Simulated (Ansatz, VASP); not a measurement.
NaI in VASP and in Ansatz

Contents of POSCAR:

```
NaI
1.0
    0.0000000000      3.5431916810      3.5431916810
    3.5431916810      0.0000000000      3.5431916810
    3.5431916810      3.5431916810      0.0000000000
Na I
1 1
Direct
    0.0000000000      0.0000000000      0.0000000000
    0.2500000000      0.2500000000      0.2500000000
```

INCAR.step1

```
PREC = Accurate
ENCUT = 520
EDIFF = 1E-5
ISMEAR = 0
SIGMA = 0.01
LREAL = F
LASPH = T
NELM = 60
ALGO = Normal
ISIF = 2
LWAVE = T
NBANDS = 14
GGA = PE
```

The input INCAR.step2:

```
PREC = Accurate
ENCUT = 520
EDIFF = 1E-6
ISMEAR = 0
SIGMA = 0.01
LREAL = F
LASPH = T
NELM = 60
ALGO = Normal
ISIF = 2
LWAVE = F
LCHARG = T
GGA = PE
LHFCALC = T
AEXX = 1.0
HFSCREEN = 0.1
PRECFOCK = Normal
LELF = T
LVHAR = T
NBANDS = 14
ISTART = 1
ALDAC = 1.0
AGGAC = 1.0
```

The input KPOINTS:

```
Automatic mesh
0
Gamma
  4 4 4
```

Input for Ansatz:

```yaml
crystal:
  lattice:
    - [0.0, 3.543191681, 3.543191681]
    - [3.543191681, 0.0, 3.543191681]
    - [3.543191681, 3.543191681, 0.0]
  atoms:
    - { symbol: Na, position: [0.0, 0.0, 0.0] }
    - { symbol: I, position: [0.25, 0.25, 0.25] }
kpoints:
  mp_grid: { grid: [4, 4, 4] }
hamiltonian:
  xc: { exchange: pbe, correlation: pbe, exx: { coeff: 1.0, omega: 0.1 } }
scf:
  occupations: { method: fixed }
  n_extra_bands: 4
output:
  forces: true
  stress: true
  eigenvalues: true
```

Alike in both runs: task single point; functional PBE-based screened hybrid with a share of 1.0 of exact exchange and HFSCREEN = 0.1; k mesh 4 × 4 × 4; no spin polarisation.

|  | VASP | Ansatz |
| --- | --- | --- |
| version | VASP 6.6.1 | Ansatz 0.2.0 |
| potentials or method | VASP PAW PBE potentials, release 64 (Na_pv, I) | plane waves |
| plane-wave cutoff (eV) | 520 | 420 |
| occupations | gaussian, width 0.01 eV | fixed |
| valence electrons in the cell | 14 | 26 |

```tsv
	VASP	Ansatz	Ansatz less VASP
gap on the k mesh at the Fermi level (eV)	9.33	9.30	-0.027
pressure (GPa)	-0.4	-0.3	+0.09
```

VASP's potentials were made for PBE, not for PBE-based screened hybrid. VASP's potentials hold 14 valence electrons a cell and Ansatz's 26, so a difference there can come from the potentials and not from the codes. Ansatz's warnings: stress exchange threshold loose, stress scf threshold loose.

Neither program's run includes spin-orbit coupling.
